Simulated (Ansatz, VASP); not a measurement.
# One calculation of NbAs, two programs

File INCAR:

```
SYSTEM = NbAs
PREC = Accurate
ENCUT = 520
EDIFF = 1E-6
ISMEAR = -1
SIGMA = 0.05
LREAL = .FALSE.
LASPH = .TRUE.
NELM = 80
ALGO = Normal
ISIF = 2
LWAVE = .FALSE.
LCHARG = .TRUE.
GGA = PS
LELF = .TRUE.
LVHAR = .TRUE.
NBANDS = 26
```

The input KPOINTS:

```
Automatic mesh
0
G
  8 8 8
  0 0 0
```

File POSCAR:

```
NbAs
1.0
   -1.7258500000      1.7258500000      5.8400000000
    1.7258500000     -1.7258500000      5.8400000000
    1.7258500000      1.7258500000     -5.8400000000
Nb As
2 2
Direct
    0.5000000000      0.0000000000      0.5000000000
    0.7500000000      0.7500000000      0.0000000000
    0.9160000000      0.4160000000      0.5000000000
    0.1660000000      0.1660000000      0.0000000000
```

The input input.yaml:

```yaml
crystal:
  lattice:
    - [-1.72585, 1.72585, 5.84]
    - [1.72585, -1.72585, 5.84]
    - [1.72585, 1.72585, -5.84]
  atoms:
    - { symbol: Nb, position: [0.5, 0.0, 0.5] }
    - { symbol: Nb, position: [0.75, 0.75, 0.0] }
    - { symbol: As, position: [0.916, 0.416, 0.5] }
    - { symbol: As, position: [0.166, 0.166, 0.0] }
kpoints:
  mp_grid: { grid: [8, 8, 8] }
  band_path:
    path:
      - [0.0, 0.0, 0.0]
      - [-0.5, 0.5, 0.0]
      - [-0.5, 0.5, -0.0436667032]
      - [-0.2718333516, 0.2718333516, -0.2718333516]
      - [0.0, 0.0, 0.0]
      - [0.5, 0.5, -0.5]
      - [0.2718333516, 0.7281666484, -0.7281666484]
      - [0.0, 0.5, -0.5]
    npoints: 12
scf:
  occupations: { method: fermi_dirac, width: 0.05 }
hamiltonian:
  xc: pbesol
  pseudopotentials: { kind: all_electron, lapw: { basis_error: 0.002 } }
output:
  forces: true
  stress: true
  eigenvalues: true
```

Alike in both runs: functional PBEsol; k mesh 8 × 8 × 8; occupations fermi-dirac, width 0.05 eV; no spin polarisation.

|  | VASP | Ansatz |
| --- | --- | --- |
| version | VASP 6.6.1 | Ansatz 0.2.0 |
| potentials or method | VASP PAW PBE potentials, release 64 (Nb_sv, As), cutoff 520 eV | all-electron LAPW, scalar-relativistic |
| task | single point | band structure |

|  | VASP | Ansatz | Ansatz less VASP |
| --- | --- | --- | --- |
| gap on the k mesh at the Fermi level (eV) | none | none | - |
| pressure (GPa) | -2.2 | -2.3 | -0.15 |
| traceless stress, the component that is largest in VASP (GPa) | 0.75 | 0.80 | +0.052 |
| rms of the force components (eV/Å) | 0.167 | 0.166 | -0.0013 |

VASP's potentials were made for PBE, not for PBEsol. Atom by atom the forces differ by 0.001 eV/Å (rms over components). A gap of «none» marks a metal or a gap that the smearing closes. Ansatz ran all-electron here, and VASP with PAW potentials.

Noted on Ansatz's run: the k mesh is thin for a metal, which can move the energy by tens of meV per atom.
